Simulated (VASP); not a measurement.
Sb2Se3: single point with PBE

Sb2Se3:

```xyz
5
Lattice="2.0132 1.1623 9.6638 -2.0132 1.1623 9.6638 0.0000 -2.3246 9.6638" Properties=species:S:1:pos:R:3 pbc="T T T"
Sb    0.0000    0.0000   11.5390
Sb    0.0000    0.0000   17.4524
Se    0.0000    0.0000    6.2414
Se    0.0000    0.0000   22.7500
Se    0.0000    0.0000    0.0000
```

```yaml
Program: VASP 6.6.1
Task: single point
Functional: PBE
Potentials_or_basis: VASP PAW PBE potentials, release 64 (Sb, Se)
Cutoff: 520 eV
k_mesh: 8 × 8 × 8
Occupations: fermi-dirac, width 0.02 eV
Spin: no spin polarisation
Dipole_correction: no
Further_INCAR_settings: ALGO = Normal; EDIFF = 1e-06; NBANDS = 22
```

```
Pressure               : 2.1 GPa
Largest force          : 0.182 eV/Å
Band gap on the k mesh : 0.01 eV, direct
```

Forces on the atoms (eV/Å):
```
Sb   0.000  0.000 -0.104
Sb   0.000  0.000  0.104
Se   0.000  0.000 -0.182
Se   0.000  0.000  0.182
Se   0.000  0.000  0.000
```

Stress tensor (GPa, compression positive):
```
2.17 0.00 0.00
0.00 2.17 0.00
0.00 0.00 2.01
```

Levels at points of the mesh, in eV from the valence-band top:
```
           k point  band 12  band 13  band 14  band 15  band 16  band 17
(0.00, 0.00, 0.00)    -1.62    -1.62     0.00     0.01     0.98     0.98
(0.50, 0.00, 0.00)    -2.39    -1.71    -0.65     0.55     1.55     2.62
(0.50, 0.50, 0.00)    -2.14    -1.98    -1.10     0.98     1.51     2.04
(0.50, 0.50, 0.50)    -1.72    -1.21    -0.72     0.42     1.18     1.18
```

It took 10 min on 1 thread of Intel(R) Xeon(R) 6975P-C (Granite Rapids), on a shared host, peak memory 0.99 GiB.

Caveat: spin-orbit coupling is left out, which moves the levels of the heavy elements. A k mesh can miss the band edges.
